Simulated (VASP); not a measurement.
Runs of VASP 6.6.1 on Sn3PbO4. The structure is that of space group I4mm (No. 107), or close to it. The cells are those of the table. 

```csv
task,cell,cutoff (eV),gap on the mesh (eV),pressure (GPa),largest force (eV/Å)
single point,"a = 5.525, b = 5.525, c = 6.496 Å, angles 115.2, 115.2, 90.0°, 8 atoms",520,0.75,0.2,0.07
single point,"a = 6.295 Å, angles 127.7, 127.7, 77.1°, 8 atoms",520,0.50,-0.3,(b)
single point,"a = 6.425 Å, angles 129.0, 129.0, 75.0°, 8 atoms",520,(d),0.3,(c)
single point,"a = 5.528, b = 5.528, c = 6.451 Å, angles 115.2, 115.0, 90.7°, 8 atoms",520,(a),0.2,0.06
relaxation of cell and atoms,"relaxed from a = 6.295 Å, angles 127.7, 127.7, 77.1°, 8 atoms",600,0.69,0.0,0.01
```

Alike in all rows: level PBE; potentials or basis VASP PAW PBE potentials, release 64 (Sn_d, Pb_d, O); no spin polarisation; k mesh 4 × 4 × 4; smearing gaussian 0.1 eV.

Problem. Fill in the values left out.

Solution. (a) 0.70; (b) 1.16; (c) 0.09; (d) 0.66.

Caveats: spin-orbit coupling is left out, which moves the levels of the heavy elements; forces of over 1 eV/Å act on the atoms, so gaps and moduli don't describe the material at rest (some runs).

A k mesh can miss the band edges, and the runs leave out spin-orbit coupling on Pb, Sn.
